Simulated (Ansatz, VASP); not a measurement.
# One calculation of Rb, two programs

```
CELL_PARAMETERS angstrom
0.00000 0.00000 -8.07565
-7.43457 -4.29235 0.00000
0.00000 8.58471 0.00000
ATOMIC_POSITIONS crystal
Rb 0.75000 0.66667 0.66667
Rb 0.75000 0.00000 0.33333
Rb 0.75000 0.33333 0.00000
Rb 0.25000 0.33333 0.33333
Rb 0.25000 0.66667 0.00000
Rb 0.25000 0.00000 0.66667
```

Alike in both runs: functional PBE; dispersion D3(BJ); k mesh 4 × 6 × 6; occupations gaussian, width 0.1 eV; no spin polarisation.

Ansatz relaxed the structure, and its values are those at the end. VASP's run is a single point on that final structure, the one shown.

```csv
,VASP,Ansatz
version,VASP 6.6.1,Ansatz 0.2.0
potentials or method,"VASP PAW PBE potentials, release 64 (Rb_sv), cutoff 520 eV","scalar-relativistic, plane waves, PAW"
valence electrons in the cell,54,54
```

```csv
,VASP,Ansatz,Ansatz less VASP
gap on the k mesh at the Fermi level (eV),none,none,-
pressure (GPa),0.0,0.0,0.00
```

A gap of «none» marks a metal or a gap that the smearing closes.
